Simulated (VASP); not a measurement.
# Ag (Fm-3m) in VASP: a series of runs

Ag is run at these levels: PBE; tasks: single point, relaxation of cell and atoms.

Program: VASP 6.6.1. These are calculated values, not measurements. Logs are shortened: lines on timing, memory, paths and dates and some standing lists are left out, and cuts for length are marked.

### 1 The cell of the first run

The structure is cubic, space group Fm-3m (No. 225). The conventional cell has a = 4.343 Å, b = 4.343 Å, c = 4.343 Å, α = 90.00°, β = 90.00°, γ = 90.00°. Ag (site symmetry m-3m) has 12 Ag at 3.07 Å within 4.0 Å.

### 2 Single point, PBE

Contents of INCAR:

```
PREC = Accurate
ENCUT = 500
EDIFF = 1E-6
ISMEAR = 0
SIGMA = 0.1
LREAL = False
LASPH = True
NELM = 120
ALGO = Normal
ISIF = 2
LWAVE = False
LCHARG = True
GGA = PE
LELF = True
LVHAR = True
NBANDS = 12
GGA_COMPAT = False
```

Contents of KPOINTS:

```
Automatic mesh
0
Gamma
  8 8 8
```

Contents of POSCAR:

```
Ag
1.0
    0.0000000000      2.1714112295      2.1714112295
    2.1714112295      0.0000000000      2.1714112295
    2.1714112295      2.1714112295      0.0000000000
Ag
1
Direct
    0.0000000000      0.0000000000      0.0000000000
```

Potentials or basis: VASP PAW PBE potentials, release 64 (Ag).

Run with:

```console
$ cat potpaw_PBE.64/Ag/POTCAR > POTCAR
$ mpirun -np 1 vasp_std > vasp.out
```

OUTCAR:

```text
PREC = Accurate
   ENCUT = 500
   EDIFF = 1E-6
   ISMEAR = 0
   LREAL = False
   LASPH = True
   NELM = 120
   ISIF = 2
   GGA = PE

 ion  position               nearest neighbor table
   1  0.000  0.000  0.000-

  LATTYP: Found a face centered cubic cell.
 ALAT       =     4.3428224590

  Lattice vectors:

 A1 = (   0.0000000000,   2.1714112295,   2.1714112295)
 A2 = (   2.1714112295,   0.0000000000,   2.1714112295)
 A3 = (   2.1714112295,   2.1714112295,   0.0000000000)

Analysis of symmetry for initial positions (statically):
=====================================================================
 Subroutine PRICEL returns:
 Original cell was already a primitive cell.

 Routine SETGRP: Setting up the symmetry group for a
 face centered cubic supercell.

 Subroutine GETGRP returns: Found 48 space group operations
 (whereof 48 operations were pure point group operations)
 out of a pool of 48 trial point group operations.

The static configuration has the point symmetry O_h .

Analysis of symmetry for dynamics (positions and initial velocities):
=====================================================================
 Subroutine PRICEL returns:
 Original cell was already a primitive cell.

 Routine SETGRP: Setting up the symmetry group for a
 face centered cubic supercell.

 Subroutine GETGRP returns: Found 48 space group operations
 (whereof 48 operations were pure point group operations)
 out of a pool of 48 trial point group operations.

The dynamic configuration has the point symmetry O_h .

 Subroutine INISYM returns: Found 48 space group operations
 (whereof 48 operations are pure point group operations),
 and found     1 'primitive' translations

----------------------------------------------------------------------------------------

                                     Primitive cell

  volume of cell :      20.4765

  direct lattice vectors                    reciprocal lattice vectors
     0.000000000  2.171411229  2.171411229    -0.230264997  0.230264997  0.230264997
     2.171411229  0.000000000  2.171411229     0.230264997 -0.230264997  0.230264997
     2.171411229  2.171411229  0.000000000     0.230264997  0.230264997 -0.230264997

  length of vectors
     3.070839210  3.070839210  3.070839210     0.398830674  0.398830674  0.398830674

  position of ions in fractional coordinates (direct lattice)
     0.000000000  0.000000000  0.000000000

  ion indices of the primitive-cell ions
   primitive index   ion index
                 1           1

----------------------------------------------------------------------------------------

 KPOINTS: Automatic mesh

Automatic generation of k-mesh.
 Grid dimensions read from file:
 generate k-points for:    8    8    8

 Generating k-lattice:

  Cartesian coordinates                     Fractional coordinates (reciprocal lattice)
    -0.028783125  0.028783125  0.028783125     0.125000000  0.000000000  0.000000000
     0.028783125 -0.028783125  0.028783125     0.000000000  0.125000000  0.000000000
     0.028783125  0.028783125 -0.028783125     0.000000000  0.000000000  0.125000000

  Length of vectors
     0.049853834  0.049853834  0.049853834

  Shift w.r.t. Gamma in fractional coordinates (k-lattice)
     0.000000000  0.000000000  0.000000000

 Subroutine IBZKPT returns following result:
 ===========================================

 Found     29 irreducible k-points:

 Following reciprocal coordinates:
            Coordinates               Weight
  0.000000  0.000000  0.000000      1.000000
  0.125000  0.000000  0.000000      8.000000
  0.250000  0.000000  0.000000      8.000000
  0.375000  0.000000  0.000000      8.000000
  0.500000  0.000000  0.000000      4.000000
  0.125000  0.125000  0.000000      6.000000
[... 16 lines left out ...]
  0.500000  0.250000  0.125000     48.000000
 -0.375000  0.250000  0.125000     24.000000
 [... further k-points ...]
   k-points           NKPTS =     29   k-points in BZ     NKDIM =     29   number of bands    NBANDS=     12
   number of dos      NEDOS =    301   number of ions     NIONS =      1
   total plane-waves  NPLWV =  13824
   dimension x,y,z NGX =    24 NGY =   24 NGZ =   24
   dimension x,y,z NGXF=    48 NGYF=   48 NGZF=   48
   ions per type =               1
   NGX,Y,Z   is equivalent  to a cutoff of  12.99, 12.99, 12.99 a.u.
   NGXF,Y,Z  is equivalent  to a cutoff of  25.99, 25.99, 25.99 a.u.
 SYSTEM =  unknown system
   PREC   = accura    normal or accurate (medium, high low for compatibility)
   ISTART =      0    job   : 0-new  1-cont  2-samecut
   ICHARG =      2    charge: 1-file 2-atom 10-const
   ISPIN  =      1    spin polarized calculation?
   LNONCOLLINEAR =      F non collinear calculations
   LSORBIT =      F    spin-orbit coupling
   LASPH  =      T    aspherical Exc in radial PAW
   ENCUT  =  500.0 eV  36.75 Ry    6.06 a.u.   5.60  5.60  5.60*2*pi/ulx,y,z
   NELM   =    120;   NELMIN=  2; NELMDL= -5     # of ELM steps
   EDIFF  = 0.1E-05   stopping-criterion for ELM
   LREAL  =      F    real-space projection
   EDIFFG = 0.1E-04   stopping-criterion for IOM
   NSW    =      0    number of steps for IOM
   IBRION =     -1    ionic relax: 0-MD 1-quasi-New 2-CG
   NFREE  =      0    steps in history (QN), initial steepest desc. (CG)
   ISIF   =      2    stress and relaxation
   ISYM   =      2    0-nonsym 1-usesym 2-fastsym
   POTIM  = 0.5000    time-step for ionic-motion
   TEBEG  =    0.0;   TEEND  =   0.0 temperature during run
   PSTRESS=    0.0 pullay stress
   NELECT =      11.0000    total number of electrons
   NUPDOWN=      -1.0000    fix difference up-down
   EMIN   =  10.00;   EMAX   =-10.00  energy-range for DOS
   EFERMI =   0.00;   METHOD = LEGACY
   ISMEAR =     0;   SIGMA  =   0.10  broadening in eV -4-tet -1-fermi 0-gaus
   EFERMI_NEDOS =   21; number of points for ismear=-14 and -15
   IALGO  =     38    algorithm
   IMIX   =      4    mixing-type and parameters
     AMIX     =   0.40;   BMIX     =  1.00
     AMIX_MAG =   1.60;   BMIX_MAG =  1.00
  volume/ion in A,a.u.               =      20.48       138.18
  Fermi-wavevector in a.u.,A,eV,Ry     =   1.330823  2.514891 24.097142  1.771090
  Thomas-Fermi vector in A             =   2.459881
   LORBIT       =      0    0 simple, 1 ext, 2 COOP (PROOUT), +10 PAW based schemes
   GGA     = PE    functional components
   LHFCALC =     F    Hartree Fock is set to
   AEXX    =    0.0000 exact exchange contribution
   IVDW    =     0    specifies the selected vdW correction
   LEPSILON=     F    determine dielectric tensor
   LRPA    =     F    only Hartree local field effects (RPA)
 non-spin polarized calculation
 Gauss-broadening in eV      SIGMA  =   0.10
  energy-cutoff  :      500.00
  volume of cell :       20.48
 maximum number of plane-waves:       534
 NGX is ok and might be reduce to    24
   NGX = 11   NGY = 11   NGZ = 11

 number of electron      10.9999999 magnetization

 Free energy of the ion-electron system (eV)
  ---------------------------------------------------
  ext. energy  EPLUGINS =         0.00000000
  ---------------------------------------------------
  free energy    TOTEN  =        -2.62023458 eV

  energy without entropy =       -2.61855940  energy(sigma->0) =       -2.61939699

 E-fermi :   5.9102     XC(G=0): -11.1485

 val. band max:        5.8002885705   @ k =   0.5000   0.2500   0.1250
 cond. band min:       6.2069081902   @ k =   0.5000   0.0000   0.0000
 fundamental gap:      0.4066196197
 Fermi energy:         5.9102211647

 k-point     1 :       0.0000    0.0000    0.0000
  band No.  band energies     occupation
      1      -0.3869      2.00000
      2       1.9160      2.00000
      3       1.9160      2.00000
      4       1.9160      2.00000
      5       2.6599      2.00000
      6       2.6599      2.00000
      7      21.6565      0.00000
      8      24.1537      0.00000
      9      24.1537      0.00000
     10      24.1537      0.00000
     11      28.5880      0.00000
     12      28.7748      0.00000

 k-point     2 :       0.1250    0.0000    0.0000
  band No.  band energies     occupation
      1       0.0206      2.00000
      2       1.8610      2.00000
      3       2.0032      2.00000
      4       2.0032      2.00000
      5       2.6380      2.00000
      6       2.6380      2.00000
      7      20.4244      0.00000
      8      22.3215      0.00000
      9      24.0392      0.00000
     10      24.0392      0.00000
     11      27.4894      0.00000
     12      28.6225      0.00000

 k-point     3 :       0.2500    0.0000    0.0000
  band No.  band energies     occupation
      1       0.7847      2.00000
      2       2.0646      2.00000
      3       2.0646      2.00000
      4       2.2197      2.00000
      5       2.7576      2.00000
      6       2.7576      2.00000
      7      15.9584      0.00000
      8      21.9956      0.00000
      9      23.5103      0.00000
     10      23.5103      0.00000
     11      27.0954      0.00000
     12      27.4726      0.00000

 k-point     4 :       0.3750    0.0000    0.0000
  band No.  band energies     occupation
      1       0.8272      2.00000
      2       1.9635      2.00000
      3       1.9635      2.00000
      4       3.0762      2.00000
      5       3.0762      2.00000
      6       4.1493      2.00000
      7      11.6476      0.00000
      8      21.2297      0.00000
      9      22.5962      0.00000
     10      22.5962      0.00000
     11      26.7083      0.00000
     12      26.7083      0.00000

 k-point     5 :       0.5000    0.0000    0.0000
  band No.  band energies     occupation
      1       0.7606      2.00000
      2       1.9050      2.00000
      3       1.9050      2.00000
      4       3.2369      2.00000
      5       3.2369      2.00000
      6       6.2069      0.00003
      7       8.8385      0.00000
      8      20.8763      0.00000
      9      22.1349      0.00000
     10      22.1349      0.00000
     11      26.5271      0.00000
     12      26.5271      0.00000
[... 228 lines left out ...]
      1       0.7500      2.00000
      2       0.8321      2.00000
      3       3.2111      2.00000
      4       3.3866      2.00000
      5       3.3866      2.00000
      6       7.9083      0.00000
      7      11.5772      0.00000
      8      15.8893      0.00000
      9      15.8893      0.00000
     10      21.1618      0.00000
     11      21.3041      0.00000
     12      33.8555      0.00000

 k-point    22 :       0.3750    0.2500    0.1250
  band No.  band energies     occupation
      1       1.4334      2.00000
      2       1.4739      2.00000
      3       1.9902      2.00000
      4       2.5527      2.00000
      5       2.7226      2.00000
      6       3.8091      2.00000
      7      16.6597      0.00000
      8      16.9530      0.00000
      9      20.8210      0.00000
     10      23.9917      0.00000
     11      24.8443      0.00000
     12      28.4414      0.00000

 k-point    23 :       0.5000    0.2500    0.1250
  band No.  band energies     occupation
      1       1.3094      2.00000
      2       1.7234      2.00000
      3       1.9971      2.00000
      4       2.5026      2.00000
      5       3.0405      2.00000
      6       5.8003      1.87998
      7      12.5270      0.00000
      8      16.5712      0.00000
      9      18.7621      0.00000
     10      23.5624      0.00000
     11      26.6918      0.00000
     12      29.3321      0.00000

 k-point    24 :      -0.3750    0.2500    0.1250
  band No.  band energies     occupation
      1       1.2648      2.00000
      2       1.6157      2.00000
      3       2.2918      2.00000
      4       2.3645      2.00000
      5       3.1855      2.00000
      6       8.2893      0.00000
      7       9.2693      0.00000
      8      17.0176      0.00000
      9      17.4957      0.00000
     10      23.1439      0.00000
     11      27.1407      0.00000
     12      31.2336      0.00000

 [... further k-points ...]

------------------------ aborting loop because EDIFF is reached ----------------------------------------

  FORCE on cell =-STRESS in cart. coord.  units (eV):
  Direction    XX          YY          ZZ          XY          YZ          ZX
  --------------------------------------------------------------------------------------
  -------------------------------------------------------------------------------------
  Total       -1.0130582     -1.0130582     -1.0130582      0.0000000      0.0000000      0.0000000
  in kB      -79.2663323    -79.2663323    -79.2663323      0.0000000      0.0000000      0.0000000
  external PRESSURE =     -79.2663323 kB  Pullay stress =       0.0000000 kB

 VOLUME and BASIS-vectors are now :
 -----------------------------------------------------------------------------
  energy-cutoff  :      500.00
  volume of cell :       20.48
      direct lattice vectors                 reciprocal lattice vectors
     0.000000000  2.171411229  2.171411229    -0.230264997  0.230264997  0.230264997
     2.171411229  0.000000000  2.171411229     0.230264997 -0.230264997  0.230264997
     2.171411229  2.171411229  0.000000000     0.230264997  0.230264997 -0.230264997

 POSITION                                       TOTAL-FORCE (eV/Angst)
 -----------------------------------------------------------------------------------
      0.00000      0.00000      0.00000         0.000000     -0.000000      0.000000
 -----------------------------------------------------------------------------------
    total drift:                               -0.000000      0.000000      0.000000

  FREE ENERGIE OF THE ION-ELECTRON SYSTEM (eV)
  ---------------------------------------------------
  free  energy   TOTEN  =        -2.6202345784 eV

  energy  without entropy=       -2.6185594027  energy(sigma->0) =       -2.61939699
```

It took 4.8 s on 1 thread of Intel Xeon 8259CL, shared host; peak memory 0.14 GiB.

What came out:

```yaml
Free_energy: -2.6202 eV
Pressure: -7.9 GPa
Band_gap_on_the_k_mesh: zero (an odd number of electrons rules out a gap without spin polarisation)
```

Caveat: the cell stands under tension.

### 3 Single point, PBE

This run uses another cell than the first one, of 17.85 Å³/atom.

Contents of INCAR:

```
PREC = Accurate
ENCUT = 500
EDIFF = 1E-6
ISMEAR = 0
SIGMA = 0.1
LREAL = F
LASPH = T
NELM = 120
ALGO = Normal
ISIF = 2
LWAVE = F
LCHARG = F
GGA = PE
NBANDS = 12
GGA_COMPAT = F
```

Contents of KPOINTS:

```
regular mesh
0
Gamma
  16 16 16
```

Contents of POSCAR:

```
Ag
1.0
    0.0000000000      2.0741095535      2.0741095535
    2.0741095535      0.0000000000      2.0741095535
    2.0741095535      2.0741095535      0.0000000000
Ag
1
Direct
    0.0000000000      0.0000000000      0.0000000000
```

Potentials or basis: VASP PAW PBE potentials, release 64 (Ag).

Run with:

```console
$ cat potpaw_PBE.64/Ag/POTCAR > POTCAR
$ mpirun -np 1 vasp_std > vasp.out
```

Wall time 19 s (1 thread of Intel Xeon 8259CL, shared host); peak memory 0.16 GiB.

The run converged. Its results:

```yaml
Free_energy: -2.7198 eV
Pressure: -0.1 GPa
Band_gap_on_the_k_mesh: zero (an odd number of electrons rules out a gap without spin polarisation)
```

Levels at points of the mesh, in eV from the Fermi level:
```
           k point  band 4  band 5  band 6  band 7  band 8  band 9
(0.00, 0.00, 0.00)   -4.60   -3.65   -3.65   15.96   19.27   19.27
(0.50, 0.00, 0.00)   -2.91   -2.91   -0.23    3.40   15.19   17.45
(0.50, 0.50, 0.00)   -2.72   -2.72    1.69    6.44   10.48   10.48
```

### 4 Single point, PBE

This run uses another cell than the first one, of 17.85 Å³/atom.

Contents of INCAR:

```
PREC = Accurate ; ENCUT = 500
EDIFF = 1E-6 ; ISMEAR = 0
SIGMA = 0.1 ; LREAL = False
LASPH = True ; NELM = 120
ALGO = Normal ; ISIF = 2
LWAVE = False ; LCHARG = True
GGA = PE ; LELF = True
LVHAR = True ; NBANDS = 12
GGA_COMPAT = False
```

Contents of KPOINTS:

```
regular mesh
0
Gamma
  18 18 18
```

POSCAR is that of step 3.

Run with:

```console
$ cat potpaw_PBE.64/Ag/POTCAR > POTCAR
$ mpirun -np 1 vasp_std > vasp.out
```

Run time: 24 s. Hardware: 1 thread of Intel Xeon 8259CL, shared host; peak memory 0.17 GiB.

Results (log left out):

```yaml
Free_energy: -2.7208 eV
Pressure: -0.1 GPa
Band_gap_on_the_k_mesh: zero (an odd number of electrons rules out a gap without spin polarisation)
```

Levels at points of the mesh, in eV from the Fermi level:
```tsv
k point	band 2	band 3	band 4	band 5	band 6	band 7	band 8	band 9	band 10	band 11
(0.00, 0.00, 0.00)	-4.62	-4.62	-4.62	-3.66	-3.66	15.95	19.26	19.26	19.26	23.96
(0.50, 0.00, 0.00)	-4.63	-4.63	-2.93	-2.93	-0.24	3.39	15.18	17.43	17.43	22.24
(0.50, 0.50, 0.00)	-6.00	-2.96	-2.74	-2.74	1.68	6.43	10.47	10.47	16.68	16.70
```

### 5 Relaxation of cell and atoms, PBE

Contents of INCAR:

```
PREC = Accurate
ENCUT = 500
EDIFF = 1E-7
ISMEAR = 0
SIGMA = 0.1
LREAL = False
LASPH = True
NELM = 120
ALGO = Normal
ISIF = 3
LWAVE = False
LCHARG = False
GGA = PE
IBRION = 2
NSW = 80
EDIFFG = -0.01
GGA_COMPAT = False
NELMIN = 4
```

Contents of KPOINTS:

```
regular mesh
0
Gamma
  16 16 16
```

Contents of POSCAR:

```
Ag
1.0
    0.0000000000      2.1714112295      2.1714112295
    2.1714112295      0.0000000000      2.1714112295
    2.1714112295      2.1714112295      0.0000000000
Ag
1
Direct
    0.0000000000      0.0000000000      0.0000000000
```

Run with:

```console
$ cat potpaw_PBE.64/Ag/POTCAR > POTCAR
$ mpirun -np 1 vasp_std > vasp.out
```

Run time: 35 s. Hardware: 1 thread of Intel Xeon 8259CL, shared host; peak memory 0.17 GiB.

The run converged. Its results:

* Free energy: -2.7211 eV
* Relaxed volume: 17.81 Å³/atom
* Relaxed cell: a = 2.931 Å, b = 2.931 Å, c = 2.931 Å, α = 60.00°, β = 60.00°, γ = 60.00°
* Space group after relaxing (to 0.1 Å): Fm-3m (No. 225)
* Energy gained by relaxing: 81.5 meV/atom
* Ionic steps: 3
* Pressure after relaxing: 0.0 GPa
* Band gap on the k mesh: zero (an odd number of electrons rules out a gap without spin polarisation)

The path:
```tsv
step	energy change (eV)	largest force (eV/Å)	pressure (GPa)	volume (Å³)
1	0.0000	0.0000	-8.38	20.48
2	-0.0796	0.0000	1.89	17.46
3	-0.0815	0.0000	0.01	17.81
```

Final structure:
```cif
data_structure
_symmetry_space_group_name_H-M 'P 1'
_symmetry_Int_Tables_number 1
_cell_length_a 2.9314
_cell_length_b 2.9314
_cell_length_c 2.9314
_cell_angle_alpha 60.000
_cell_angle_beta 60.000
_cell_angle_gamma 60.000
_cell_volume 17.81
loop_
_atom_site_label
_atom_site_type_symbol
_atom_site_fract_x
_atom_site_fract_y
_atom_site_fract_z
_atom_site_occupancy
Ag1 Ag 0.00000 0.00000 0.00000 1
```

Levels at points of the mesh, in eV from the Fermi level:
```tsv
k point	band 3	band 4	band 5	band 6	band 7	band 8	band 9
(0.00, 0.00, 0.00)	-4.61	-4.61	-3.65	-3.65	15.97	19.29	19.29
(0.50, 0.00, 0.00)	-4.63	-2.91	-2.91	-0.24	3.41	15.20	17.47
(0.50, 0.50, 0.00)	-2.94	-2.72	-2.72	1.69	6.45	10.49	10.49
```

### 6 The runs side by side

```csv
task,cell,k mesh,gap on the mesh (eV),pressure (GPa)
single point,"a = 3.071 Å, angles 60.0°, 1 atom",8 × 8 × 8,none,-7.9
single point,"a = 2.933 Å, angles 60.0°, 1 atom",16 × 16 × 16,none,-0.1
single point,"a = 2.933 Å, angles 60.0°, 1 atom",18 × 18 × 18,none,-0.1
relaxation of cell and atoms,"relaxed from a = 3.071 Å, angles 60.0°, 1 atom",16 × 16 × 16,none,0.0
```

Alike in all rows: level PBE; potentials or basis VASP PAW PBE potentials, release 64 (Ag); no spin polarisation; cutoff (eV) 500; smearing gaussian 0.1 eV.

Caveats: the cell stands under tension (at least some runs).

Absolute energies hang on the potentials; compare differences alone.

The gap in the log of VASP goes by the Fermi energy; the results here count the filled bands.